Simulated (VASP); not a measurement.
# Al32H (a cell with a defect): single point with PBEsol

System: Al32H (a cell with a defect).

```
Al H
1.0
     8.10000    0.00000    0.00000
     0.00000    8.10000    0.00000
     0.00000    0.00000    8.10000
Al H
32 1
Direct
  0.49976 0.00186 0.99996
  0.74841 0.25034 0.99996
  0.74894 0.00122 0.25103
  0.99546 0.99629 0.00002
  0.24067 0.22951 0.99968
  0.52109 0.50945 0.99968
  0.75395 0.75485 0.00002
  0.24870 0.99817 0.25329
  0.49967 0.25047 0.25086
  0.75204 0.50145 0.25333
  0.49970 0.00130 0.50003
  0.74886 0.25048 0.50003
  0.74886 0.00130 0.74900
  0.99759 0.49978 0.99998
  0.25042 0.75260 0.99998
  0.99872 0.25022 0.25026
  0.25053 0.49962 0.25027
  0.49992 0.75147 0.25023
  0.99800 0.00063 0.49997
  0.24832 0.25014 0.49990
  0.49997 0.50183 0.49989
  0.74951 0.75211 0.49997
  0.24876 0.99795 0.74659
  0.49941 0.25074 0.74930
  0.75227 0.50139 0.74654
  0.00049 0.74970 0.25146
  0.00130 0.49991 0.50007
  0.25025 0.74892 0.50007
  0.99875 0.25013 0.74968
  0.25066 0.49950 0.75007
  0.50001 0.75142 0.74971
  0.00041 0.74978 0.74854
  0.30886 0.44212 0.00355
```

```
Program             : VASP 6.6.1
Task                : single point
Functional          : PBEsol
Potentials or basis : VASP PAW PBE potentials, release 64 (Al, H)
Cutoff              : 400 eV
k mesh              : 3 × 3 × 3
Occupations         : gaussian, width 0.05 eV
Spin                : no spin polarisation
```

* Pressure: -1.1 GPa
* Largest force: 0.280 eV/Å
* Band gap on the k mesh: zero (an odd number of electrons rules out a gap without spin polarisation)

Forces in eV/Å, atoms in the order of the input:
```
Al   0.013 -0.006  0.000
Al   0.005 -0.013  0.000
Al   0.007 -0.008 -0.003
Al   0.015  0.005  0.000
Al   0.048  0.031 -0.003
Al  -0.024 -0.042 -0.003
Al  -0.005 -0.016  0.000
Al   0.007 -0.002  0.003
Al   0.013 -0.013  0.010
Al   0.003 -0.006  0.003
Al   0.010 -0.011  0.000
Al   0.009 -0.010  0.000
Al   0.007 -0.007  0.003
Al  -0.001 -0.002  0.000
Al   0.003  0.001  0.000
Al   0.013 -0.004 -0.008
Al   0.003 -0.001 -0.002
Al   0.004 -0.013 -0.008
Al   0.003 -0.002  0.000
Al   0.003 -0.004 -0.001
Al   0.004 -0.004 -0.001
Al   0.003 -0.002  0.000
Al   0.007 -0.003 -0.004
Al   0.012 -0.011 -0.009
Al   0.004 -0.007 -0.004
Al   0.005 -0.005  0.000
Al   0.002 -0.005  0.000
Al   0.006 -0.004  0.000
Al   0.013 -0.004  0.008
Al   0.004 -0.002  0.002
Al   0.004 -0.013  0.008
Al   0.005 -0.005  0.000
H   -0.206  0.189  0.010
```

Stress tensor (GPa, compression positive):
```
-0.96  0.24 -0.01
 0.24 -0.97  0.01
-0.01  0.01 -1.25
```

Levels at points of the mesh, in eV from the Fermi level:
```tsv
k point	band 45	band 46	band 47	band 48	band 49	band 50	band 51	band 52
(0.00, 0.00, 0.00)	-0.62	-0.19	0.25	0.27	0.32	0.35	0.37	1.01
```

It took 12 min on 1 thread of Oxide Virtual Turin-like Processor, on a shared host, peak memory 0.46 GiB.

Caveat: the PAW data sets were made with another functional, which shifts forces and pressure a little.
